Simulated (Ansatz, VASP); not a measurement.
CsSnI3: VASP beside Ansatz

INCAR

```
  ALGO = Normal
  EDIFF = 1E-7
  EDIFFG = -0.01
  ENCUT = 500
  GGA = PS
  GGA_COMPAT = False
  IBRION = 2
  ISIF = 3
  ISMEAR = -1
  IVDW = 12
  LASPH = True
  LCHARG = False
  LREAL = False
  LWAVE = False
  NELM = 120
  NELMIN = 4
  NSW = 60
  PREC = Accurate
  SIGMA = 0.05
```

The input KPOINTS:

```
k-points
0
Gamma
  5 5 5
```

File POSCAR:

```
CsSnI3
1.0
    6.2057000000      0.0000000000      0.0000000000
    0.0000000000      6.2057000000      0.0000000000
    0.0000000000      0.0000000000      6.2057000000
Cs I Sn
1 3 1
Direct
    0.0000000000      0.0000000000      0.0000000000
    0.5000000000      0.5000000000      0.0000000000
    0.5000000000      0.0000000000      0.5000000000
    0.0000000000      0.5000000000      0.5000000000
    0.5000000000      0.5000000000      0.5000000000
```

Contents of input.yaml:

```yaml
crystal:
  lattice:
    - [6.2057, 0.0, 0.0]
    - [0.0, 6.2057, 0.0]
    - [0.0, 0.0, 6.2057]
  atoms:
    - { symbol: Cs, position: [0.0, 0.0, 0.0] }
    - { symbol: I, position: [0.5, 0.5, 0.0] }
    - { symbol: I, position: [0.5, 0.0, 0.5] }
    - { symbol: I, position: [0.0, 0.5, 0.5] }
    - { symbol: Sn, position: [0.5, 0.5, 0.5] }
hamiltonian:
  xc: pbesol
  pseudopotentials: { kind: paw }
  dispersion: d3bj
kpoints:
  mp_grid: { grid: [5, 5, 5] }
scf:
  occupations: { method: fermi_dirac, width: 0.05 }
output:
  forces: true
  stress: true
  eigenvalues: true
relax:
  f_tol: 0.01
  max_steps: 40
  cell: { stress_tol: 0.05 }
```

Alike in both runs: task relaxation of cell and atoms; functional PBEsol; dispersion D3(BJ); k mesh 5 × 5 × 5; occupations fermi-dirac, width 0.05 eV; no spin polarisation.

```csv
,VASP,Ansatz
version,VASP 6.6.1,Ansatz 0.2.0
potentials or method,"VASP PAW PBE potentials, release 64 (Cs_sv, I, Sn_d)",Ansatz PAW
plane-wave cutoff (eV),500,420
valence electrons in the cell,44,74
```

```csv
,VASP,Ansatz,Ansatz less VASP
"gap on the k mesh at the Fermi level, each at its own relaxed structure (eV)",1.64,1.65,+0.004
relaxed volume (Å³/atom),43.71,43.67,-0.038
relaxed cell length with the largest relative difference (Å),6.023,6.022,-0.0017
```

VASP's potentials were made for PBE, not for PBEsol. VASP's potentials hold 44 valence electrons a cell and Ansatz's 74, so a difference there can come from the potentials and not from the codes.

Spin-orbit coupling is off throughout. Noted on Ansatz's run: odd divisions of the mesh miss points on the zone boundary, where band edges often lie, so the gap on the mesh can be too wide; the plane-wave basis is chosen anew once the cell has moved, so the energies of steps on either side of that aren't comparable.
